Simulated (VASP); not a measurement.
Input of a VASP 6.6.1 run:

INCAR

```
SYSTEM = SrO
  PREC = Accurate
  ENCUT = 520
  EDIFF = 1E-6
  ISMEAR = 0
  SIGMA = 0.01
  LREAL = .FALSE.
  LASPH = .TRUE.
  NELM = 100
  ALGO = Normal
  ISIF = 2
  LWAVE = .FALSE.
  LCHARG = .FALSE.
  GGA = PE
  NBANDS = 24
```

File KPOINTS:

```
regular mesh
0
G
  12 12 6
  0 0 0
```

Contents of POSCAR:

```
SrO
1.0
    4.2700309401      0.0000000000      0.0000000000
   -2.1350154700      3.6979552691      0.0000000000
    0.0000000000      0.0000000000      5.1444468298
Sr O
2 2
Direct
    0.3333333333      0.6666666667     -0.0625000000
    0.6666666667      0.3333333333      0.4375000000
    0.3333333333      0.6666666667      0.4375000000
    0.6666666667      0.3333333333      0.9375000000
```

Potentials or basis: VASP PAW PBE potentials, release 64 (Sr_sv, O).

Launch:

```console
$ cat potpaw_PBE.64/Sr_sv/POTCAR potpaw_PBE.64/O/POTCAR > POTCAR
$ mpirun -np 1 vasp_std > vasp.out
```

(1) What does it give for the pressure?

(2) Estimate the band gap on the k mesh.

## Answers

(1) 1.7 GPa.

(2) 2.64 eV, direct.
